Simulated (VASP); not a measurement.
Write the native input for VASP 6.6.1 that does the following.

```
Task                   : single point
Functional             : PBE
Dispersion             : D3(BJ)
Potentials or basis    : VASP PAW PBE potentials, release 64 (Te, Mo_sv)
Cutoff                 : 520 eV
k mesh                 : 9 × 9 × 1
Occupations            : gaussian, width 0.05 eV
Spin                   : no spin polarisation
Dipole correction      : yes
Further INCAR settings : ALGO = Normal; EDIFF = 1e-06; NBANDS = 20
```

The structure of Te2Mo lies in POSCAR:

```
Te2Mo
1.0
    3.5040030921      0.0000000000      0.0000000000
   -1.7520015461      3.0345556927      0.0000000000
    0.0000000000      0.0000000000     21.6338122454
Te Mo
2 1
Direct
    0.6666666667      0.3333333333      0.4160154437
    0.6666666667      0.3333333333      0.5839845563
    0.3333333333      0.6666666667      0.4999998305
```

These files were run (other wordings do the same):

INCAR

```
SYSTEM = Te2Mo
  ALGO = Normal
  DIPOL = 0.5 0.5 0.500
  EDIFF = 1E-6
  ENCUT = 520
  GGA = PE
  IDIPOL = 3
  ISIF = 2
  ISMEAR = 0
  IVDW = 12
  LASPH = .TRUE.
  LCHARG = .FALSE.
  LDIPOL = .TRUE.
  LREAL = .FALSE.
  LWAVE = .FALSE.
  NBANDS = 20
  NELM = 100
  PREC = Accurate
  SIGMA = 0.05
```

KPOINTS

```
k-points
0
G
  9 9 1
  0 0 0
```

Potentials or basis: VASP PAW PBE potentials, release 64 (Te, Mo_sv).

The run is started by

```console
$ cat potpaw_PBE.64/Te/POTCAR potpaw_PBE.64/Mo_sv/POTCAR > POTCAR
$ mpirun -np 1 vasp_std > vasp.out
```

It gave:

The largest force is 0.013 eV/Å and the band gap on the k mesh is 1.19 eV, direct. The dispersion energy per atom is -0.401 eV.

Caveat: spin-orbit coupling is left out, which moves the levels of the heavy elements.

Wall time 3.5 min on 1 thread of AMD EPYC 7R13 (shared host), peak memory 0.34 GiB.
